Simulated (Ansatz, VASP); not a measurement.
One calculation of AlN, two programs

```
Al N
1.0
     2.15328    2.15328    0.00000
    -2.15328    2.15328    0.00000
     0.00000    2.15328    2.15328
Al N
1 1
Direct
  0.00000 0.00000 0.00000
  0.25000 0.75000 0.50000
```

Alike in both runs: task single point; functional r2SCAN; k mesh 10 × 10 × 10; no spin polarisation.

```csv
,VASP,Ansatz
version,VASP 6.6.1,Ansatz 0.2.0
potentials or method,"VASP PAW PBE potentials, release 64 (Al, N)","PAW with Ansatz's default frozen-core files, scalar-relativistic"
plane-wave cutoff (eV),520,500
occupations,"gaussian, width 0.01 eV",fixed
valence electrons in the cell,8,8
```

|  | VASP | Ansatz | Ansatz less VASP |
| --- | --- | --- | --- |
| gap on the k mesh at the Fermi level (eV) | 3.97 | 3.98 | +0.009 |
| pressure (GPa) | 9.7 | 10.0 | +0.35 |

VASP's potentials were made for PBE, not for r2SCAN.
